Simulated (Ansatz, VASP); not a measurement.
## Two plane-wave programs on BeReO4

```
O Be Re
1.0
     4.61850    2.81463    0.00000
     4.61850   -2.81463    0.00000
     0.15825    0.00000   -4.55444
O Be Re
8 2 2
Direct
  0.12490 0.12490 0.21800
  0.87510 0.87510 0.78200
  0.37860 0.91800 0.70670
  0.08200 0.62140 0.29330
  0.62140 0.08200 0.29330
  0.91800 0.37860 0.70670
  0.41040 0.41040 0.75500
  0.58960 0.58960 0.24500
  0.25300 0.25300 0.49500
  0.74700 0.74700 0.50500
  0.77370 0.22630 0.00000
  0.22630 0.77370 0.00000
```

Alike in both runs: task single point; functional r2SCAN; k mesh 5 × 5 × 5; no spin polarisation.

|  | VASP | Ansatz |
| --- | --- | --- |
| version | VASP 6.6.1 | Ansatz 0.2.0 |
| potentials or method | VASP PAW PBE potentials, release 64 (O, Be, Re), cutoff 520 eV | PAW plane waves |
| occupations | methfessel-paxton of order 1, width 0.0156 eV | cold, width 0.0156 eV |
| valence electrons in the cell | 66 | 82 |

VASP gave:

| Quantity | Value |
| --- | --- |
| gap on the k mesh at the Fermi level (eV) | 0.76 |
| pressure (GPa) | -20.7 |
| rms of the force components (eV/Å) | 0.907 |

**Question.** Estimate Ansatz's values.

**Answer.** gap on the k mesh at the Fermi level (eV): 0.82; pressure (GPa): -23.3; rms of the force components (eV/Å): 1.029.

VASP's potentials were made for PBE, not for r2SCAN. VASP's potentials hold 66 valence electrons a cell and Ansatz's 82, so a difference there can come from the potentials and not from the codes.

Neither program's run includes spin-orbit coupling.
